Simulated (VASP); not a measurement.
Set up this calculation in VASP 6.6.1, as the native input.

| Quantity | Value |
| --- | --- |
| Task | single point |
| Functional | PBE |
| Potentials or basis | VASP PAW PBE potentials, release 64 (Ta_pv, Au) |
| Cutoff | 520 eV |
| k mesh | 10 × 10 × 10 |
| Occupations | gaussian, width 0.1 eV |
| Spin | no spin polarisation |
| Dipole correction | no |
| Further INCAR settings | ALGO = Fast; EDIFF = 1e-07; NBANDS = 42 |

The structure of Ta2Au lies in POSCAR:

```
Ta2Au
1.0
   -3.2744046032      3.2744046032      2.5794995672
    3.2744046032     -3.2744046032      2.5794995672
    3.2744046032      3.2744046032     -2.5794995672
Ta Au
4 2
Direct
    0.1486145808      0.6486145808      0.7972291615
    0.6486145808      0.8513854192      0.5000000000
    0.8513854192      0.3513854192      0.2027708385
    0.3513854192      0.1486145808      0.5000000000
    0.7500000000      0.7500000000      0.0000000000
    0.2500000000      0.2500000000      0.0000000000
```

These files were run (other wordings do the same):

INCAR

```
SYSTEM = Ta2Au
ALGO = Fast
EDIFF = 1E-7
ENCUT = 520
GGA = PE
ISIF = 2
ISMEAR = 0
LASPH = .True.
LCHARG = .False.
LREAL = .False.
LWAVE = .False.
NBANDS = 42
NELM = 60
PREC = Accurate
SIGMA = 0.1
```

KPOINTS

```
k-points
0
Gamma
  10 10 10
  0 0 0
```

Potentials or basis: VASP PAW PBE potentials, release 64 (Ta_pv, Au).

The run is started by

```sh
$ cat potpaw_PBE.64/Ta_pv/POTCAR potpaw_PBE.64/Au/POTCAR > POTCAR
$ mpirun -np 1 vasp_std > vasp.out
```

Results of the run:

```
Pressure               : -0.2 GPa
Band gap on the k mesh : zero (bands 33 and 34 overlap by 1.09 eV)
```

Caveat: spin-orbit coupling is left out, which moves the levels of the heavy elements.

Run time: 8.6 min on 1 thread of Intel(R) Xeon(R) 6975P-C (Granite Rapids) (shared host), peak memory 0.52 GiB.
